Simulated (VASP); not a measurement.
Here is a VASP 6.6.1 calculation.

INCAR

```
PREC = Accurate
ENCUT = 520
EDIFF = 1E-7
ISMEAR = 0
SIGMA = 0.1
LREAL = F
LASPH = T
NELM = 150
ALGO = Fast
ISIF = 2
LWAVE = F
LCHARG = F
ISPIN = 2
MAGMOM = 2.13 2.13 0.41 0.41 0.41 0.41
LORBIT = 11
LMAXMIX = 4
GGA = PE
NBANDS = 40
```

Contents of KPOINTS:

```
Automatic mesh
0
Gamma
  4 4 4
```

POSCAR

```
CoIr2
1.0
    0.0000000000      3.6040701924      3.6040701924
    3.6040701924      0.0000000000      3.6040701924
    3.6040701924      3.6040701924      0.0000000000
Co Ir
2 4
Direct
    0.0000000000      0.0000000000      0.0000000000
    0.2500000000      0.2500000000      0.2500000000
    0.6250000000      0.6250000000      0.6250000000
    0.1250000000      0.6250000000      0.6250000000
    0.6250000000      0.6250000000      0.1250000000
    0.6250000000      0.1250000000      0.6250000000
```

Potentials or basis: VASP PAW PBE potentials, release 64 (Co, Ir).

Command:

```bash
$ cat potpaw_PBE.64/Co/POTCAR potpaw_PBE.64/Ir/POTCAR > POTCAR
$ mpirun -np 1 vasp_std > vasp.out
```

Q: Estimate the pressure.

A: 0.4 GPa.

Q: Predict the net moment.

A: 6.26 μB per cell.

Caveat: the k points lie up to 0.38 Å⁻¹ apart.
